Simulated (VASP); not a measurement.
## Be: single point with PBEsol

Be:

```xyz
1
Lattice="0.0000 1.5766 1.5766 1.5766 0.0000 1.5766 1.5766 1.5766 0.0000" Properties=species:S:1:pos:R:3 pbc="T T T"
Be    0.0000    0.0000    0.0000
```

| Property | Result |
| --- | --- |
| Program | VASP 6.6.1 |
| Task | single point |
| Functional | PBEsol |
| Potentials or basis | VASP PAW PBE potentials, release 64 (Be) |
| Cutoff | 520 eV |
| k mesh | 18 × 18 × 18 |
| Occupations | fermi-dirac, width 0.136057 eV |
| Spin | no spin polarisation |

The pressure is 0.0 GPa. The band gap on the k mesh is zero (band 1 reaches 7.78 eV, above the bottom of band 2 at 7.24 eV).

Levels at points of the mesh, in eV from the Fermi level:
```csv
k point,band 1,band 2,band 3,band 4,band 5,band 6
"(0.00, 0.00, 0.00)",-11.86,19.55,19.55,19.55,29.24,29.24
"(0.50, 0.00, 0.00)",-5.30,0.08,16.59,16.59,26.36,26.36
"(0.50, 0.50, 0.00)",-2.66,3.90,9.59,9.59,15.26,22.93
```

Wall time 8.6 s on 1 thread of Intel(R) Xeon(R) Platinum 8375C CPU @ 2.90GHz (Ice Lake) (shared host), peak memory 0.12 GiB.

Caveat: the PAW data sets were made with another functional, which shifts forces and pressure a little.
